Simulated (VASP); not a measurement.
LiNbO3, 5 atoms in the cell. It takes space group Pm-3m (No. 221, cubic). Conventional cell: a = 4.031 Å, b = 4.031 Å, c = 4.031 Å, α = 90.00°, β = 90.00°, γ = 90.00°. Within 3.8 Å of Li (site symmetry m-3m) lie 12 O at 2.85 Å and 8 Nb at 3.49 Å. Within 2.7 Å of Nb (site symmetry m-3m) lie 6 O at 2.02 Å. Within 2.7 Å of O (site symmetry 4/mmm) lie 2 Nb at 2.02 Å.  This cell differs from its parent crystal: strain +2.5%.

```yaml
Program: VASP 6.6.1
Task: single point
Functional: PBE
Potentials_or_basis: VASP PAW PBE potentials, release 64 (Li_sv, Nb_sv, O)
Cutoff: 520 eV
k_mesh: 6 × 6 × 6
Occupations: fermi-dirac, width 0.02 eV
Spin: no spin polarisation
Dipole_correction: no
Further_INCAR_settings: ALGO = Normal; EDIFF = 1e-06; NBANDS = 25
```

Potentials or basis: VASP PAW PBE potentials, release 64 (Li_sv, Nb_sv, O).

Run with:

```console
$ cat potpaw_PBE.64/Li_sv/POTCAR potpaw_PBE.64/Nb_sv/POTCAR potpaw_PBE.64/O/POTCAR > POTCAR
$ mpirun -np 1 vasp_std > vasp.out
```

Hardware: 1 thread of AMD EPYC 7R13 (shared host).

Question: How long does it take, and how much memory?

Answer: Run time: 44 s on 1 thread of AMD EPYC 7R13, with other jobs on the host, peak memory 0.15 GiB. Counts: scf iterations 14, k points 20.
